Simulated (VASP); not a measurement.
Here is a VASP 6.6.1 calculation.

File INCAR:

```
PREC     = Accurate       # precision mode
ENCUT    = 520            # plane-wave cutoff, eV
EDIFF    = 1E-7           # SCF threshold, eV
ISMEAR   = 0              # smearing method
SIGMA    = 0.02           # smearing width, eV
LREAL    = F              # projectors in reciprocal space
LASPH    = T              # aspherical terms in the spheres
NELM     = 100            # most SCF steps
ALGO     = Normal         # electronic algorithm
ISIF     = 2              # what is computed and relaxed
LWAVE    = F              # write WAVECAR
LCHARG   = T              # write CHGCAR
GGA      = PE             # functional
IVDW     = 12             # dispersion correction
LELF     = T              # ELF
LVHAR    = T            
NBANDS   = 14             # bands
```

The input KPOINTS:

```
regular mesh
0
Gamma
  8 8 8
```

The input POSCAR:

```
NaCl
1.0
    0.0000000000      2.6408139948      2.6408139948
    2.6408139948      0.0000000000      2.6408139948
    2.6408139948      2.6408139948      0.0000000000
Na Cl
1 1
Direct
    0.0000000000      0.0000000000      0.0000000000
    0.5000000000      0.5000000000      0.5000000000
```

Potentials or basis: VASP PAW PBE potentials, release 64 (Na_pv, Cl).

The run is started by

```sh
$ cat potpaw_PBE.64/Na_pv/POTCAR potpaw_PBE.64/Cl/POTCAR > POTCAR
$ mpirun -np 1 vasp_std > vasp.out
```

What does it give for the band gap on the k mesh?

5.99 eV.

Predict the pressure.

6.7 GPa.

Predict the dispersion energy per atom.

-0.263 eV.

Caveat: the cell stands under pressure. A hybrid or GW would open this gap; PBE tends to underestimate it.
